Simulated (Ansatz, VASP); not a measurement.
## Two plane-wave programs on Ta3H

```
CELL_PARAMETERS angstrom
2.87431 0.00000 0.00000
-0.95810 2.70993 0.00000
0.00000 0.00000 21.52669
ATOMIC_POSITIONS crystal
Ta 0.50000 0.50000 0.18582
Ta 0.00000 0.00000 0.29097
Ta 0.50000 0.50000 0.39610
H 0.50000 0.50000 0.47972
```

Alike in both runs: task single point; functional PBE; k mesh 10 × 10 × 1; occupations gaussian, width 0.1 eV; collinear spin.

|  | VASP | Ansatz |
| --- | --- | --- |
| version | VASP 6.6.1 | Ansatz 0.2.0 |
| potentials or method | VASP PAW PBE potentials, release 64 (Ta_pv, H), cutoff 520 eV | scalar-relativistic, plane waves, PAW |
| valence electrons in the cell | 34 | 40 |

VASP gave:

| Quantity | Value |
| --- | --- |
| gap on the k mesh at the Fermi level (eV) | none |
| rms of the force components (eV/Å) | 0.303 |
| net moment per atom (μB) | 0.00 |

Task: Estimate Ansatz's values.

Result: gap on the k mesh at the Fermi level (eV): none; rms of the force components (eV/Å): 0.301; net moment per atom (μB): 0.00.

Atom by atom the forces differ by 0.003 eV/Å (rms over components). A gap of «none» marks a metal or a gap that the smearing closes. With one functional, cell and mesh, what is left measures potentials, basis and numerics. VASP's potentials hold 34 valence electrons a cell and Ansatz's 40, so a difference there can come from the potentials and not from the codes. Ansatz's warnings: seeded moment not kept.

Neither program's run includes spin-orbit coupling.
